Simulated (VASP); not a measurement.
Runs of VASP 6.6.1 on B3As2. The structure is that of space group P-3m1 (No. 164), or close to it. The cells are those of the table. 

| task | potentials or basis | cell | k mesh | cutoff (eV) | second run | gap on the mesh (eV) | pressure (GPa) | largest force (eV/Å) |
| --- | --- | --- | --- | --- | --- | --- | --- | --- |
| single point | VASP PAW PBE potentials, release 64 (B, As) | a = 3.186, b = 3.186, c = 6.767 Å, angles 90.0, 90.0, 120.0°, 5 atoms | 12 × 12 × 6 | 520 | - | none | 0.4 | 0.04 |
| single point | VASP PAW PBE potentials, release 64 (B, As_d) | a = 3.176, b = 3.176, c = 6.834 Å, angles 90.0, 90.0, 120.0°, 5 atoms | 6 × 6 × 4 | 600 | valence_matched | none | 0.0 | 0.03 |
| single point | VASP PAW PBE potentials, release 64 (B, As) | a = 3.176, b = 3.176, c = 6.834 Å, angles 90.0, 90.0, 120.0°, 5 atoms | 6 × 6 × 4 | 520 | - | none | 0.4 | 0.01 |
| relaxation of cell and atoms | VASP PAW PBE potentials, release 64 (B, As) | relaxed from a = 4.106, b = 4.106, c = 5.042 Å, angles 90.0, 90.0, 120.0°, 5 atoms | 6 × 6 × 4 | 600 | - | none | 0.2 | 0.04 |
| single point | VASP PAW PBE potentials, release 64 (B, As_d) | a = 3.186, b = 3.186, c = 6.767 Å, angles 90.0, 90.0, 120.0°, 5 atoms | 12 × 12 × 6 | 600 | valence_matched | none | 0.0 | 0.01 |
| single point | VASP PAW PBE potentials, release 64 (B, As) | a = 4.106, b = 4.106, c = 5.042 Å, angles 90.0, 90.0, 120.0°, 5 atoms | 6 × 6 × 4 | 520 | - | none | (a) | 2.50 |

Alike in all rows: level PBE; no spin polarisation; smearing gaussian 0.1 eV.

**Question.** Estimate the missing entries.

**Answer.** (a) -9.3.

Caveats: some runs use coarse meshes; forces of over 1 eV/Å act on the atoms, so gaps and moduli don't describe the material at rest (some runs).

A k mesh can miss the band edges, and the runs leave out spin-orbit coupling on As.

A gap of «none» marks levels without a gap at the run's occupations.

The runs don't all hold the same shells in valence.
